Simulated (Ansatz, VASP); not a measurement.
## Ca in VASP and in Ansatz

Contents of INCAR:

```
PREC = Accurate ; ENCUT = 600
EDIFF = 1E-6 ; ISMEAR = -1
SIGMA = 0.1 ; LREAL = F
LASPH = T ; NELM = 80
ALGO = Normal ; ISIF = 3
LWAVE = F ; LCHARG = F
GGA = PS ; IBRION = 2
NSW = 100 ; EDIFFG = -0.002
```

File KPOINTS:

```
Automatic mesh
0
Gamma
  14 14 8
```

Contents of POSCAR:

```
Ca
1.0
    3.9800000000      0.0000000000      0.0000000000
   -1.9900000000      3.4467811071      0.0000000000
    0.0000000000      0.0000000000      6.5200000000
Ca
2
Direct
    0.3333333333      0.6666666667      0.2500000000
    0.6666666667      0.3333333333      0.7500000000
```

Input for Ansatz:

```yaml
crystal:
  lattice:
    - [3.98000000002, 0.0, 0.0]
    - [-1.99000000001, 3.44678110708, 0.0]
    - [0.0, 0.0, 6.52]
  atoms:
    - { symbol: Ca, position: [0.333333333333, 0.666666666667, 0.25] }
    - { symbol: Ca, position: [0.666666666667, 0.333333333333, 0.75] }
kpoints:
  mp_grid: { grid: [14, 14, 8] }
scf:
  occupations: { method: fermi_dirac, width: 0.1 }
hamiltonian:
  xc: pbesol
  pseudopotentials: { kind: paw }
relax:
  f_tol: 0.002
  max_steps: 80
  cell: {}
output:
  forces: true
  stress: true
```

Alike in both runs: task relaxation of cell and atoms; functional PBEsol; k mesh 14 × 14 × 8; occupations fermi-dirac, width 0.1 eV; no spin polarisation.

|  | VASP | Ansatz |
| --- | --- | --- |
| version | VASP 6.6.1 | Ansatz 0.2.0 |
| potentials or method | VASP PAW PBE potentials, release 64 (Ca_sv) | PAW with Ansatz's default frozen-core files, scalar-relativistic |
| plane-wave cutoff (eV) | 600 | 420 |
| valence electrons in the cell | 20 | 20 |

VASP gave:

| Property | Result |
| --- | --- |
| relaxed volume (Å³/atom) | 40.90 |
| relaxed cell length with the largest relative difference (Å) | 6.340 |

Task: Which values does Ansatz return?

Result: Relaxed volume (Å³/atom): 40.84; relaxed cell length with the largest relative difference (Å): 6.335.

VASP's potentials were made for PBE, not for PBEsol.
